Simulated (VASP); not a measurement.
# C (P6_3/mmc) in VASP: further runs, part 2 of 2

VASP 6.6.1. Earlier steps stand in the parts before.

### 3 Relaxation of cell and atoms, PBE

This run uses another cell than the first one, of 11.16 Å³/atom.

The input, INCAR:

```
PREC = Accurate
ENCUT = 600
EDIFF = 1E-6
ISMEAR = 0
SIGMA = 0.1
LREAL = False
LASPH = True
NELM = 60
ALGO = Fast
ISIF = 3
LWAVE = False
LCHARG = False
GGA = PE
IBRION = 2
NSW = 100
EDIFFG = -0.01
```

The input, KPOINTS:

```
regular mesh
0
Gamma
  18 18 4
```

The input, POSCAR:

```
C
1.0
    2.4665446136      0.0000000000      0.0000000000
   -1.2332723068      2.1360902949      0.0000000000
    0.0000000000      0.0000000000     16.9506374223
C
8
Direct
    0.3333333333      0.6666666667      0.4999978888
    0.6666666667      0.3333333333      0.9999978888
    0.3333333333      0.6666666667      0.0000021112
    0.6666666667      0.3333333333      0.5000021112
    0.0000000000      0.0000000000      0.2500000000
    0.0000000000      0.0000000000      0.7500000000
    0.3333333333      0.6666666667      0.2500000000
    0.6666666667      0.3333333333      0.7500000000
```

Potentials or basis: VASP PAW PBE potentials, release 64 (C).

Started as:

```sh
$ cat potpaw_PBE.64/C/POTCAR > POTCAR
$ mpirun -np 1 vasp_std > vasp.out
```

OUTCAR:

```text
PREC = Accurate
   ENCUT = 600
   EDIFF = 1E-6
   ISMEAR = 0
   LREAL = False
   LASPH = True
   NELM = 60
   ISIF = 3
   GGA = PE
   IBRION = 2
   NSW = 100
   EDIFFG = -0.01

 ion  position               nearest neighbor table
   1  0.333  0.667  0.500-   4 1.42   4 1.42   4 1.42
   2  0.667  0.333  1.000-   3 1.42   3 1.42   3 1.42
   3  0.333  0.667  0.000-   2 1.42   2 1.42   2 1.42
   4  0.667  0.333  0.500-   1 1.42   1 1.42   1 1.42
   5  0.000  0.000  0.250-   7 1.42   7 1.42   7 1.42
   6  0.000  0.000  0.750-   8 1.42   8 1.42   8 1.42
   7  0.333  0.667  0.250-   5 1.42   5 1.42   5 1.42
   8  0.667  0.333  0.750-   6 1.42   6 1.42   6 1.42

  LATTYP: Found a hexagonal cell.
 ALAT       =     2.4665446136
 C/A-ratio  =     6.8722200802

  Lattice vectors:
[... 412 lines left out ...]
  ext. energy  EPLUGINS =         0.00000000
  ---------------------------------------------------
  free energy    TOTEN  =       -73.83282343 eV

  energy without entropy =      -73.83131640  energy(sigma->0) =      -73.83206992

 E-fermi :   3.2998     XC(G=0):  -9.1735

 val. band max:        3.2992673246   @ k =   0.3333   0.3333   0.2500
 cond. band min:       3.2998196225   @ k =   0.3333   0.3333   0.5000
 fundamental gap:      0.0005522979
 Fermi energy:         3.2997911842

 k-point     1 :       0.0000    0.0000    0.0000
  band No.  band energies     occupation
      1     -16.2446      2.00000
      2     -16.2095      2.00000
      3     -16.2094      2.00000
      4     -16.1736      2.00000
      5      -4.6741      2.00000
      6      -4.3159      2.00000
[... 565 lines left out ...]
     20       5.6008      0.00000
     21      11.8722      0.00000

 [... further k-points ...]

------------------------ aborting loop because EDIFF is reached ----------------------------------------

  FORCE on cell =-STRESS in cart. coord.  units (eV):
  Direction    XX          YY          ZZ          XY          YZ          ZX
  --------------------------------------------------------------------------------------
  -------------------------------------------------------------------------------------
  Total       -0.0103363     -0.0103363     -0.0009806      0.0000000      0.0000000      0.0000000
  in kB       -0.1977630     -0.1977630     -0.0187626      0.0000000      0.0000000      0.0000000
  external PRESSURE =      -0.1380962 kB  Pullay stress =       0.0000000 kB
[... 23 lines left out ...]
  FREE ENERGIE OF THE ION-ELECTRON SYSTEM (eV)
  ---------------------------------------------------
  free  energy   TOTEN  =       -73.8328234325 eV

  energy  without entropy=      -73.8313164022  energy(sigma->0) =      -73.83206992

 reached required accuracy - stopping structural energy minimisation
```

CONTCAR:

```text
C
   1.00000000000000
     2.4666964220221876   -0.0000000000000000    0.0000000000000000
    -1.2333482110110938    2.1362217648501165   -0.0000000000000000
     0.0000000000000000   -0.0000000000000000   15.8915845264458202
  C
     8
Direct
     0.3333333332999970    0.6666666667000030    0.4999762980999576
     0.6666666667000030    0.3333333332999970    0.9999762980999576
     0.3333333332999970    0.6666666667000030    0.0000237019000424
     0.6666666667000030    0.3333333332999970    0.5000237019000424
     0.0000000000000000    0.0000000000000000    0.2500000000000000
     0.0000000000000000    0.0000000000000000    0.7500000000000000
     0.3333333332999970    0.6666666667000030    0.2500000000000000
     0.6666666667000030    0.3333333332999970    0.7500000000000000

  0.00000000E+00  0.00000000E+00  0.00000000E+00
  0.00000000E+00  0.00000000E+00  0.00000000E+00
  0.00000000E+00  0.00000000E+00  0.00000000E+00
  0.00000000E+00  0.00000000E+00  0.00000000E+00
  0.00000000E+00  0.00000000E+00  0.00000000E+00
  0.00000000E+00  0.00000000E+00  0.00000000E+00
  0.00000000E+00  0.00000000E+00  0.00000000E+00
  0.00000000E+00  0.00000000E+00  0.00000000E+00
```

It took 60 min on 1 thread of Oxide Virtual Turin-like, shared host; peak memory 0.32 GiB.

Results:

* Free energy: -73.8328 eV
* Relaxed volume: 10.47 Å³/atom
* Relaxed cell: a = 2.467 Å, b = 2.467 Å, c = 15.892 Å, α = 90.00°, β = 90.00°, γ = 120.00°
* Space group after relaxing (to 0.1 Å): P6_3/mmc (No. 194)
* Energy gained by relaxing: 0.6 meV/atom
* Ionic steps: 22
* Pressure after relaxing: 0.0 GPa
* Largest force after relaxing: 0.009 eV/Å
* Band gap on the k mesh: zero (filled and empty bands touch)

Forces on the atoms (eV/Å):
```
C    0.000  0.000  0.009
C    0.000  0.000  0.009
C    0.000  0.000 -0.009
C    0.000  0.000 -0.009
C    0.000  0.000  0.000
C    0.000  0.000  0.000
C    0.000  0.000  0.000
C    0.000  0.000  0.000
```

Step by step:
```
step  energy change (eV)  largest force (eV/Å)  pressure (GPa)  volume (Å³)
   1              0.0000                0.0005            0.00        89.31
   2             -0.0001                0.0003           -0.26        89.31
   3             -0.0001                0.0001           -0.20        89.31
   4             -0.0001                0.0004           -0.18        89.25
   5             -0.0003                0.0012           -0.12        89.09
   6             -0.0007                0.0028            0.03        88.75
   7             -0.0013                0.0060            0.31        88.09
   8             -0.0016                0.0123            0.93        86.76
   9             -0.0016                0.0124            0.93        86.75
  10             -0.0017                0.0124            0.92        86.71
  11             -0.0018                0.0126            0.92        86.64
  12             -0.0019                0.0129            0.92        86.49
  13             -0.0022                0.0135            0.92        86.20
  14             -0.0028                0.0148            0.91        85.62
  15             -0.0036                0.0172            0.92        84.46
  16             -0.0037                0.0216            0.94        82.14
  17             -0.0039                0.0194            0.94        83.30
  18             -0.0038                0.0182            0.90        83.88
  19             -0.0039                0.0191            0.91        83.46
  20             -0.0039                0.0192            0.92        83.37
  21             -0.0045                0.0156            0.58        83.51
  22             -0.0049                0.0093           -0.01        83.74
```

Final structure:
```xyz
8
Lattice="2.4667 0.0000 0.0000 -1.2333 2.1362 0.0000 0.0000 0.0000 15.8916" Properties=species:S:1:pos:R:3 pbc="T T T"
C     0.0000    1.4241    7.9454
C     1.2333    0.7121   15.8912
C     0.0000    1.4241    0.0004
C     1.2333    0.7121    7.9462
C     0.0000    0.0000    3.9729
C     0.0000    0.0000   11.9187
C     0.0000    1.4241    3.9729
C     1.2333    0.7121   11.9187
```

Caveat: this functional lacks dispersion, which binds layers or chains, so the pressure and a relaxed spacing across them are unreliable.
